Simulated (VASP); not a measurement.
Input of a VASP 6.6.1 run:

Contents of INCAR:

```
SYSTEM = C
  PREC = Accurate
  ENCUT = 520
  EDIFF = 1E-6
  ISMEAR = -1
  SIGMA = 0.05
  LREAL = Auto
  LASPH = .True.
  NELM = 100
  ALGO = Normal
  ISIF = 2
  LWAVE = .False.
  LCHARG = .False.
  GGA = PE
  IVDW = 12
  NBANDS = 51
```

KPOINTS

```
regular mesh
0
Gamma
  2 2 1
  0 0 0
```

The input POSCAR:

```
C
1.0
    7.3980000363      0.0000000000      0.0000000000
   -3.6990000181      6.4068559686      0.0000000000
    0.0000000000      0.0000000000     11.0000000000
C
18
Direct
    0.0000000000      0.0000000000      0.0909091000
    0.2222222222      0.1111111111      0.0909091000
    0.0000000000      0.3333333333      0.0909091000
    0.2222222222      0.4444444444      0.0909091000
    0.0000000000      0.6666666667      0.0909091000
    0.2222222222      0.7777777778      0.0909091000
    0.3333333333      0.0000000000      0.0909091000
    0.5555555556      0.1111111111      0.0909091000
    0.3333333333      0.3333333333      0.0909091000
    0.5555555556      0.4444444444      0.0909091000
    0.3333333333      0.6666666667      0.0909091000
    0.5555555556      0.7777777778      0.0909091000
    0.6666666667      0.0000000000      0.0909091000
    0.8888888889      0.1111111111      0.0909091000
    0.6666666667      0.3333333333      0.0909091000
    0.8888888889      0.4444444444      0.0909091000
    0.6666666667      0.6666666667      0.0909091000
    0.8888888889      0.7777777778      0.0909091000
```

Potentials or basis: VASP PAW PBE potentials, release 64 (C).

Command:

```sh
$ cat potpaw_PBE.64/C/POTCAR > POTCAR
$ mpirun -np 1 vasp_std > vasp.out
```

Question: What does it give for the dispersion energy per atom?

Answer: -0.089 eV.

Question: Estimate the band gap on the k mesh.

Answer: Zero (filled and empty bands touch).

Caveat: the k points lie up to 0.49 Å⁻¹ apart.
